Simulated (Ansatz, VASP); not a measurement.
## SnO3 in VASP and in Ansatz

```
Sn O
1.0
    -1.88074    1.88074    4.28820
     1.88074   -1.88074    4.28820
     1.88074    1.88074   -4.28820
Sn O
1 3
Direct
  0.00000 0.00000 0.00000
  0.75000 0.25000 0.50000
  0.25000 0.75000 0.50000
  0.50000 0.50000 0.00000
```

Change from the starting cell: species swapped into the Sc3Pb type (I4/mmm, No. 139).

Alike in both runs: task relaxation of cell and atoms; functional PBE; k mesh 6 × 6 × 6; occupations gaussian, width 0.1 eV; no spin polarisation.

|  | VASP | Ansatz |
| --- | --- | --- |
| version | VASP 6.6.1 | Ansatz 0.2.0 |
| potentials or method | VASP PAW PBE potentials, release 64 (Sn_d, O), cutoff 600 eV | scalar-relativistic, plane waves, PAW |
| valence electrons in the cell | 32 | 32 |

```tsv
	VASP	Ansatz	Ansatz less VASP
gap on the k mesh at the Fermi level, each at its own relaxed structure (eV)	none	none	-
relaxed volume (Å³/atom)	10.21	10.22	+0.009
relaxed cell length with the largest relative difference (Å)	4.746	4.760	+0.0139
```

A gap of «none» marks a metal or a gap that the smearing closes.

The k mesh is coarse, so the values compare programs but aren't converged. Noted on VASP's run: the volume moved by over 15 % at a fixed basis, so the end points are rough.
